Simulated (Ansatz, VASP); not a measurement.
## Two plane-wave programs on InSe

Contents of INCAR:

```
SYSTEM = InSe
PREC = Accurate
ENCUT = 520
EDIFF = 1E-7
ISMEAR = 0
SIGMA = 0.05
LREAL = .False.
LASPH = .True.
NELM = 80
ALGO = Normal
ISIF = 2
LWAVE = .False.
LCHARG = .False.
LDIPOL = .True.
IDIPOL = 3
DIPOL = 0.5 0.5 0.405
GGA = PE
IVDW = 12
NBANDS = 48
```

The input KPOINTS:

```
regular mesh
0
Gamma
  9 9 1
  0 0 0
```

The input POSCAR:

```
InSe
1.0
    4.0266103640      0.0000000000      0.0000000000
   -2.0133051820      3.4871468663      0.0000000000
    0.0000000000      0.0000000000     28.2707108021
Se In
4 4
Direct
    0.0000000000      0.0000000000      0.1591753399
    0.0000000000      0.0000000000      0.3496677346
    0.1111111111      0.4444444444      0.4596755806
    0.1111111111      0.4444444444      0.6501679753
    0.6666666667      0.3333333333      0.2049979895
    0.6666666667      0.3333333333      0.3038451603
    0.7777777778      0.7777777778      0.5054982302
    0.7777777778      0.7777777778      0.6043454010
```

Input for Ansatz:

```yaml
crystal:
  lattice:
    - [4.026610364, 0.0, 0.0]
    - [-2.013305182, 3.4871468663, 0.0]
    - [0.0, 0.0, 28.2707108021]
  atoms:
    - { symbol: Se, position: [0.0, 0.0, 0.1591753399] }
    - { symbol: In, position: [0.6666666667, 0.3333333333, 0.2049979895] }
    - { symbol: In, position: [0.6666666667, 0.3333333333, 0.3038451603] }
    - { symbol: Se, position: [0.0, 0.0, 0.3496677346] }
    - { symbol: Se, position: [0.1111111111, 0.4444444444, 0.4596755806] }
    - { symbol: In, position: [0.7777777778, 0.7777777778, 0.5054982302] }
    - { symbol: In, position: [0.7777777778, 0.7777777778, 0.604345401] }
    - { symbol: Se, position: [0.1111111111, 0.4444444444, 0.6501679753] }
basis:
  ecutwfc: 420
kpoints:
  mp_grid: { grid: [9, 9, 1] }
hamiltonian:
  xc: pbe
  pseudopotentials: { kind: paw, azcp: { folder: soft_1 } }
  dispersion: d3bj
scf:
  occupations: { method: gaussian, width: 0.05 }
output:
  forces: true
  eigenvalues: true
efield:
  axis: 3
  dipole_correction: true
  ramp_width: 0.04
```

Alike in both runs: task single point; functional PBE; dispersion D3(BJ); k mesh 9 × 9 × 1; occupations gaussian, width 0.05 eV; no spin polarisation.

|  | VASP | Ansatz |
| --- | --- | --- |
| version | VASP 6.6.1 | Ansatz 0.2.0 |
| potentials or method | VASP PAW PBE potentials, release 64 (Se, In_d), cutoff 520 eV | scalar-relativistic, plane waves, PAW |
| valence electrons in the cell | 76 | 116 |

VASP gave:

* gap on the k mesh at the Fermi level (eV): 1.05
* least direct gap on the mesh (eV): 1.11
* rms of the force components (eV/Å): 0.027

**Question.** Which values does Ansatz return?

**Answer.** gap on the k mesh at the Fermi level (eV): 1.06; least direct gap on the mesh (eV): 1.12; rms of the force components (eV/Å): 0.029.

VASP's potentials hold 76 valence electrons a cell and Ansatz's 116, so a difference there can come from the potentials and not from the codes.
